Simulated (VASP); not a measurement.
Input of a VASP 6.6.1 run:

File INCAR:

```
SYSTEM = TiO2
  PREC = Accurate
  ENCUT = 520
  EDIFF = 1E-6
  ISMEAR = 0
  SIGMA = 0.05
  LREAL = .False.
  LASPH = .True.
  NELM = 60
  ALGO = Normal
  ISIF = 2
  LWAVE = .False.
  LCHARG = .False.
  GGA = PS
  NBANDS = 33
```

The input KPOINTS:

```
regular mesh
0
Gamma
  6 6 10
  0 0 0
```

Contents of POSCAR:

```
TiO2
1.0
    4.5912476203      0.0000000000      0.0000000000
    0.0000000000      4.5912476203      0.0000000000
    0.0000000000      0.0000000000      2.9389940195
Ti O
2 4
Direct
    0.0000000000      0.0000000000     -0.0510378718
    0.5000000000      0.5000000000      0.5000000000
    0.3044387440      0.3044387440      0.0000000000
    0.1955612560      0.8044387440      0.5000000000
    0.6955612560      0.6955612560      0.0000000000
    0.8044387440      0.1955612560      0.5000000000
```

Potentials or basis: VASP PAW PBE potentials, release 64 (Ti_sv, O).

Launch:

```bash
$ cat potpaw_PBE.64/Ti_sv/POTCAR potpaw_PBE.64/O/POTCAR > POTCAR
$ mpirun -np 1 vasp_std > vasp.out
```

Estimate the pressure.

2.4 GPa.

What does it give for the band gap on the k mesh?

1.96 eV (least direct gap 2.05 eV).

Estimate the largest force.

0.581 eV/Å.

Stress tensor (GPa, compression positive):
```
 2.02 -1.67  0.00
-1.67  2.02  0.00
 0.00  0.00  3.17
```

Caveat: the cell differs from its parent crystal (atom 1 (Ti) moved -0.150 Å along Cartesian [0 0 1]); the PAW data sets were made with another functional, which shifts forces and pressure a little. A k mesh can miss the band edges.
